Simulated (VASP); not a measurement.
# Bi (Pm-3m) in VASP: notebook

The runs below take Bi through single point, with PBE, HSE06.

Program: VASP 6.6.1. These are calculated values, not measurements. Logs are shortened: lines on timing, memory, paths and dates and some standing lists are left out, and cuts for length are marked.

## 1. The cell of the first run

Symmetry: Pm-3m, No. 221, cubic system. Conventional cell: a = 3.277 Å, b = 3.277 Å, c = 3.277 Å, α = 90.00°, β = 90.00°, γ = 90.00°. Bi (site symmetry m-3m) has 6 Bi at 3.28 Å within 4.3 Å.

This isn't the form of Bi at room conditions, which is rhombohedral.

## 2. Single point, PBE

File INCAR:

```
SYSTEM = Bi
PREC     = Accurate       ! precision mode
ENCUT    = 520            ! plane-wave cutoff, eV
EDIFF    = 1E-6           ! SCF threshold, eV
ISMEAR   = -1             ! smearing method
SIGMA    = 0.1            ! smearing width, eV
LREAL    = .False.        ! projectors in reciprocal space
LASPH    = .True.         ! aspherical terms in the spheres
NELM     = 100            ! most SCF steps
ALGO     = Normal         ! electronic algorithm
ISIF     = 2              ! what is computed and relaxed
LWAVE    = .False.        ! write WAVECAR
LCHARG   = .False.        ! write CHGCAR
GGA      = PE             ! functional
NBANDS   = 14             ! bands
```

File KPOINTS:

```
regular mesh
0
Gamma
  5 5 5
  0 0 0
```

File POSCAR:

```
Bi
1.0
    3.2774038092      0.0000000000      0.0000000000
    0.0000000000      3.2774038092      0.0000000000
    0.0000000000      0.0000000000      3.2774038092
Bi
1
Direct
    0.0000000000      0.0000000000      0.0000000000
```

Potentials or basis: VASP PAW PBE potentials, release 64 (Bi_d).

Run with:

```
$ cat potpaw_PBE.64/Bi_d/POTCAR > POTCAR
$ mpirun -np 1 vasp_std > vasp.out
```

OUTCAR:

```text
SYSTEM = Bi
   PREC = Accurate
   ENCUT = 520
   EDIFF = 1E-6
   ISMEAR = -1
   LREAL = .False.
   LASPH = .True.
   NELM = 100
   ISIF = 2
   GGA = PE

 ion  position               nearest neighbor table
   1  0.000  0.000  0.000-

  LATTYP: Found a simple cubic cell.
 ALAT       =     3.2774038092

  Lattice vectors:

 A1 = (   3.2774038092,   0.0000000000,   0.0000000000)
 A2 = (   0.0000000000,   3.2774038092,   0.0000000000)
 A3 = (   0.0000000000,   0.0000000000,   3.2774038092)

Analysis of symmetry for initial positions (statically):
=====================================================================
 Subroutine PRICEL returns:
 Original cell was already a primitive cell.

 Routine SETGRP: Setting up the symmetry group for a
 simple cubic supercell.

 Subroutine GETGRP returns: Found 48 space group operations
 (whereof 48 operations were pure point group operations)
 out of a pool of 48 trial point group operations.

The static configuration has the point symmetry O_h .

Analysis of symmetry for dynamics (positions and initial velocities):
=====================================================================
 Subroutine PRICEL returns:
 Original cell was already a primitive cell.

 Routine SETGRP: Setting up the symmetry group for a
 simple cubic supercell.

 Subroutine GETGRP returns: Found 48 space group operations
 (whereof 48 operations were pure point group operations)
 out of a pool of 48 trial point group operations.

The dynamic configuration has the point symmetry O_h .

 Subroutine INISYM returns: Found 48 space group operations
 (whereof 48 operations are pure point group operations),
 and found     1 'primitive' translations

----------------------------------------------------------------------------------------

                                     Primitive cell

  volume of cell :      35.2038

  direct lattice vectors                    reciprocal lattice vectors
     3.277403809  0.000000000  0.000000000     0.305119557  0.000000000  0.000000000
     0.000000000  3.277403809  0.000000000     0.000000000  0.305119557  0.000000000
     0.000000000  0.000000000  3.277403809     0.000000000  0.000000000  0.305119557

  length of vectors
     3.277403809  3.277403809  3.277403809     0.305119557  0.305119557  0.305119557

  position of ions in fractional coordinates (direct lattice)
     0.000000000  0.000000000  0.000000000

  ion indices of the primitive-cell ions
   primitive index   ion index
                 1           1

----------------------------------------------------------------------------------------

 KPOINTS: regular mesh

Automatic generation of k-mesh.
 Grid dimensions read from file:
 generate k-points for:    5    5    5

 Generating k-lattice:

  Cartesian coordinates                     Fractional coordinates (reciprocal lattice)
     0.061023911  0.000000000  0.000000000     0.200000000  0.000000000  0.000000000
     0.000000000  0.061023911  0.000000000     0.000000000  0.200000000  0.000000000
     0.000000000  0.000000000  0.061023911     0.000000000  0.000000000  0.200000000

  Length of vectors
     0.061023911  0.061023911  0.061023911

  Shift w.r.t. Gamma in fractional coordinates (k-lattice)
     0.000000000  0.000000000  0.000000000

 Subroutine IBZKPT returns following result:
 ===========================================

 Found     10 irreducible k-points:

 Following reciprocal coordinates:
            Coordinates               Weight
  0.000000  0.000000  0.000000      1.000000
  0.200000  0.000000  0.000000      6.000000
  0.400000  0.000000  0.000000      6.000000
  0.200000  0.200000  0.000000     12.000000
  0.400000  0.200000  0.000000     24.000000
  0.400000  0.400000  0.000000     12.000000
  0.200000  0.200000  0.200000      8.000000
  0.400000  0.200000  0.200000     24.000000
  0.400000  0.400000  0.200000     24.000000
  0.400000  0.400000  0.400000      8.000000
   k-points           NKPTS =     10   k-points in BZ     NKDIM =     10   number of bands    NBANDS=     14
   number of dos      NEDOS =    301   number of ions     NIONS =      1
   total plane-waves  NPLWV =  13824
   dimension x,y,z NGX =    24 NGY =   24 NGZ =   24
   dimension x,y,z NGXF=    48 NGYF=   48 NGZF=   48
   ions per type =               1
   NGX,Y,Z   is equivalent  to a cutoff of  12.17, 12.17, 12.17 a.u.
   NGXF,Y,Z  is equivalent  to a cutoff of  24.35, 24.35, 24.35 a.u.
 SYSTEM =  Bi
   PREC   = accura    normal or accurate (medium, high low for compatibility)
   ISTART =      0    job   : 0-new  1-cont  2-samecut
   ICHARG =      2    charge: 1-file 2-atom 10-const
   ISPIN  =      1    spin polarized calculation?
   LNONCOLLINEAR =      F non collinear calculations
   LSORBIT =      F    spin-orbit coupling
   LASPH  =      T    aspherical Exc in radial PAW
   ENCUT  =  520.0 eV  38.22 Ry    6.18 a.u.   6.09  6.09  6.09*2*pi/ulx,y,z
   NELM   =    100;   NELMIN=  2; NELMDL= -5     # of ELM steps
   EDIFF  = 0.1E-05   stopping-criterion for ELM
   LREAL  =      F    real-space projection
[... 7 lines left out ...]
   TEBEG  =    0.0;   TEEND  =   0.0 temperature during run
   PSTRESS=    0.0 pullay stress
   NELECT =      15.0000    total number of electrons
   NUPDOWN=      -1.0000    fix difference up-down
   EMIN   =  10.00;   EMAX   =-10.00  energy-range for DOS
   EFERMI =   0.00;   METHOD = LEGACY
   ISMEAR =    -1;   SIGMA  =   0.10  broadening in eV -4-tet -1-fermi 0-gaus
   EFERMI_NEDOS =   21; number of points for ismear=-14 and -15
   IALGO  =     38    algorithm
   IMIX   =      4    mixing-type and parameters
     AMIX     =   0.40;   BMIX     =  1.00
     AMIX_MAG =   1.60;   BMIX_MAG =  1.00
  volume/ion in A,a.u.               =      35.20       237.57
  Fermi-wavevector in a.u.,A,eV,Ry     =   1.231900  2.327953 20.647882  1.517577
  Thomas-Fermi vector in A             =   2.366691
   LORBIT       =      0    0 simple, 1 ext, 2 COOP (PROOUT), +10 PAW based schemes
   GGA     = PE    functional components
   LHFCALC =     F    Hartree Fock is set to
   AEXX    =    0.0000 exact exchange contribution
   IVDW    =     0    specifies the selected vdW correction
   LEPSILON=     F    determine dielectric tensor
   LRPA    =     F    only Hartree local field effects (RPA)
 non-spin polarized calculation
  energy-cutoff  :      520.00
  volume of cell :       35.20
 maximum number of plane-waves:       952
   NGX = 13   NGY = 13   NGZ = 13

 number of electron      14.9999991 magnetization

 Free energy of the ion-electron system (eV)
  ---------------------------------------------------
  ext. energy  EPLUGINS =         0.00000000
  ---------------------------------------------------
  free energy    TOTEN  =        -3.76289937 eV

  energy without entropy =       -3.74160696  energy(sigma->0) =       -3.75225316

 E-fermi :   6.5437     XC(G=0):  -9.5871

 val. band max:        6.4281461737   @ k =   0.2000   0.2000   0.2000
 cond. band min:       6.7368379222   @ k =   0.2000   0.2000   0.2000
 fundamental gap:      0.3086917485
 Fermi energy:         6.5436798126

 k-point     1 :       0.0000    0.0000    0.0000
  band No.  band energies     occupation
      1     -16.6492      2.00000
      2     -16.6492      2.00000
      3     -16.3492      2.00000
      4     -16.3492      2.00000
      5     -16.3492      2.00000
      6      -6.6705      2.00000
      7       9.3791      0.00000
      8       9.3791      0.00000
      9       9.3791      0.00000
     10      12.4671      0.00000
     11      14.0538      0.00000
     12      14.0538      0.00000
     13      23.1241      0.00000
     14      23.1241      0.00000

 k-point     2 :       0.2000    0.0000    0.0000
  band No.  band energies     occupation
      1     -16.6449      2.00000
      2     -16.5626      2.00000
      3     -16.3758      2.00000
      4     -16.3758      2.00000
      5     -16.3471      2.00000
      6      -6.2032      2.00000
      7       5.6213      1.99980
      8       9.8896      0.00000
      9       9.8896      0.00000
     10      13.4302      0.00000
     11      14.4480      0.00000
     12      18.2272      0.00000
     13      20.6579      0.00000
     14      21.2638      0.00000

 k-point     3 :       0.4000    0.0000    0.0000
  band No.  band energies     occupation
      1     -16.6379      2.00000
      2     -16.4226      2.00000
      3     -16.4183      2.00000
      4     -16.4183      2.00000
      5     -16.3436      2.00000
      6      -5.1314      2.00000
      7       2.0654      2.00000
      8      10.9466      0.00000
      9      10.9466      0.00000
     10      14.8640      0.00000
     11      15.6546      0.00000
     12      17.3891      0.00000
     13      17.7394      0.00000
     14      18.7521      0.00000
[... 86 lines left out ...]
 k-point     9 :       0.4000    0.4000    0.2000
  band No.  band energies     occupation
      1     -16.5011      2.00000
      2     -16.4438      2.00000
      3     -16.4431      2.00000
      4     -16.4326      2.00000
      5     -16.2802      2.00000
      6      -3.1547      2.00000
      7       4.1147      2.00000
      8       4.1177      2.00000
      9       8.8711      0.00000
     10      10.5490      0.00000
     11      14.9035      0.00000
     12      15.2611      0.00000
     13      18.4945      0.00000
     14      22.2918      0.00000

 k-point    10 :       0.4000    0.4000    0.4000
  band No.  band energies     occupation
      1     -16.4957      2.00000
      2     -16.4944      2.00000
      3     -16.4944      2.00000
      4     -16.2770      2.00000
      5     -16.2770      2.00000
      6      -2.0881      2.00000
      7       5.1206      2.00000
      8       5.1206      2.00000
      9       5.1997      2.00000
     10      11.3781      0.00000
     11      12.3684      0.00000
     12      12.3684      0.00000
     13      15.2353      0.00000
     14      26.7054      0.00000

------------------------ aborting loop because EDIFF is reached ----------------------------------------

  FORCE on cell =-STRESS in cart. coord.  units (eV):
  Direction    XX          YY          ZZ          XY          YZ          ZX
  --------------------------------------------------------------------------------------
  -------------------------------------------------------------------------------------
  Total       -0.0118764     -0.0118764     -0.0118764     -0.0000000     -0.0000000     -0.0000000
  in kB       -0.5405143     -0.5405143     -0.5405143     -0.0000000     -0.0000000     -0.0000000
  external PRESSURE =      -0.5405143 kB  Pullay stress =       0.0000000 kB

 VOLUME and BASIS-vectors are now :
 -----------------------------------------------------------------------------
  energy-cutoff  :      520.00
  volume of cell :       35.20
      direct lattice vectors                 reciprocal lattice vectors
     3.277403809  0.000000000  0.000000000     0.305119557  0.000000000  0.000000000
     0.000000000  3.277403809  0.000000000     0.000000000  0.305119557  0.000000000
     0.000000000  0.000000000  3.277403809     0.000000000  0.000000000  0.305119557

 POSITION                                       TOTAL-FORCE (eV/Angst)
 -----------------------------------------------------------------------------------
      0.00000      0.00000      0.00000         0.000000      0.000000      0.000000
 -----------------------------------------------------------------------------------
    total drift:                               -0.000000     -0.000000      0.000000

  FREE ENERGIE OF THE ION-ELECTRON SYSTEM (eV)
  ---------------------------------------------------
  free  energy   TOTEN  =        -3.7628993683 eV

  energy  without entropy=       -3.7416069613  energy(sigma->0) =       -3.75225316
```

It took 5.4 s on 1 thread of Intel Xeon 8259CL, shared host; peak memory 0.13 GiB.

What came out:

| Property | Result |
| --- | --- |
| Free energy | -3.7629 eV |
| Pressure | -0.1 GPa |
| Band gap on the k mesh | zero (an odd number of electrons rules out a gap without spin polarisation) |

Caveat: the k points lie up to 0.38 Å⁻¹ apart, too coarse for converged energies and pressures of a metal; spin-orbit coupling is left out, which moves the levels of the heavy elements.

## 3. Single point, HSE06

POSCAR is that of step 2.

File INCAR.step1:

```
PREC = Accurate
ENCUT = 520
EDIFF = 1E-5
ISMEAR = -1
SIGMA = 0.1
LREAL = F
LASPH = T
NELM = 80
ALGO = Normal
ISIF = 2
LWAVE = T
LCHARG = F
NBANDS = 14
GGA = PE
```

File INCAR.step2:

```
PREC = Accurate
ENCUT = 520
EDIFF = 1E-7
ISMEAR = -1
SIGMA = 0.1
LREAL = F
LASPH = T
NELM = 80
ALGO = Normal
ISIF = 2
LWAVE = F
LCHARG = F
GGA = PE
LHFCALC = T
HFSCREEN = 0.2079
PRECFOCK = Normal
NBANDS = 14
ISTART = 1
```

File KPOINTS:

```
regular mesh
0
Gamma
  5 5 5
```

Potentials or basis: VASP PAW PBE potentials, release 64 (Bi_d).

Run with:

```
$ cat potpaw_PBE.64/Bi_d/POTCAR > POTCAR
$ cp INCAR.step1 INCAR
$ mpirun -np 1 vasp_std > vasp.out
$ cp INCAR.step2 INCAR
$ mpirun -np 1 vasp_std > vasp.out
```

Wall time 21 min (1 thread of Intel Xeon 8259CL, shared host); peak memory 0.25 GiB.

It converged, with:

| Property | Result |
| --- | --- |
| Free energy | -4.4076 eV |
| Pressure | -1.8 GPa |
| Band gap on the k mesh | zero (an odd number of electrons rules out a gap without spin polarisation) |

Levels at points of the mesh, in eV from the Fermi level:
| k point | band 3 | band 4 | band 5 | band 6 | band 7 | band 8 | band 9 | band 10 | band 11 | band 12 |
| --- | --- | --- | --- | --- | --- | --- | --- | --- | --- | --- |
| (0.00, 0.00, 0.00) | -25.07 | -25.07 | -25.07 | -14.64 | 3.17 | 3.17 | 3.17 | 6.34 | 7.96 | 7.96 |

Caveat: the k points lie up to 0.38 Å⁻¹ apart, too coarse for converged energies and pressures of a metal; the PAW data sets were made with another functional, which shifts forces and pressure a little; spin-orbit coupling is left out, which moves the levels of the heavy elements.

The gap in the log of VASP goes by the Fermi energy; the results here count the filled bands.